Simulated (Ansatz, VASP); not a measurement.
BN in VASP and in Ansatz

The input INCAR:

```
PREC = Accurate
ENCUT = 600
EDIFF = 1E-7
ISMEAR = 0
SIGMA = 0.01
LREAL = F
LASPH = T
NELM = 80
ALGO = Normal
ISIF = 3
LWAVE = F
LCHARG = F
GGA = PE
IBRION = 2
NSW = 80
EDIFFG = -0.001
```

Contents of KPOINTS:

```
regular mesh
0
Gamma
  12 12 4
```

POSCAR

```
BN
1.0
    2.5121490623      0.0000000000      0.0000000000
   -1.2560745311      2.1755849060      0.0000000000
    0.0000000000      0.0000000000      8.3518967055
B N
2 2
Direct
    0.0000000000      0.0000000000      0.5000000000
    0.3333333333      0.6666666667      0.0000000000
    0.3333333333      0.6666666667      0.5000000000
    0.6666666667      0.3333333333      0.0000000000
```

Input for Ansatz:

```yaml
crystal:
  lattice:
    - [2.5121490623, 0.0, 0.0]
    - [-1.2560745311, 2.175584906, 0.0]
    - [0.0, 0.0, 8.3518967055]
  atoms:
    - { symbol: B, position: [0.0, 0.0, 0.5] }
    - { symbol: B, position: [0.3333333333, 0.6666666667, 0.0] }
    - { symbol: "N", position: [0.3333333333, 0.6666666667, 0.5] }
    - { symbol: "N", position: [0.6666666667, 0.3333333333, 0.0] }
basis:
  ecutwfc: 420
kpoints:
  mp_grid: { grid: [12, 12, 4] }
hamiltonian:
  xc: pbe
scf:
  occupations: { method: fixed }
output:
  forces: true
  stress: true
  eigenvalues: true
relax:
  adjacent_minimum: "off"
  f_tol: 0.001
  max_steps: 60
  cell: { stress_tol: 0.01 }
```

Alike in both runs: task relaxation of cell and atoms; functional PBE; k mesh 12 × 12 × 4; no spin polarisation.

|  | VASP | Ansatz |
| --- | --- | --- |
| version | VASP 6.6.1 | Ansatz 0.2.0 |
| potentials or method | VASP PAW PBE potentials, release 64 (B, N), cutoff 600 eV | scalar-relativistic, plane waves, PAW |
| occupations | gaussian, width 0.01 eV | fixed |
| valence electrons in the cell | 16 | 16 |

Ansatz gave:

* gap on the k mesh at the Fermi level, each at its own relaxed structure (eV): 4.35
* relaxed volume (Å³/atom): 11.64
* relaxed cell length with the largest relative difference (Å): 8.518

Problem. Estimate VASP's values.

Solution. gap on the k mesh at the Fermi level, each at its own relaxed structure (eV): 4.52; relaxed volume (Å³/atom): 10.74; relaxed cell length with the largest relative difference (Å): 7.863.

One of these differences is far larger than is usual between the two programs; its cause wasn't traced.
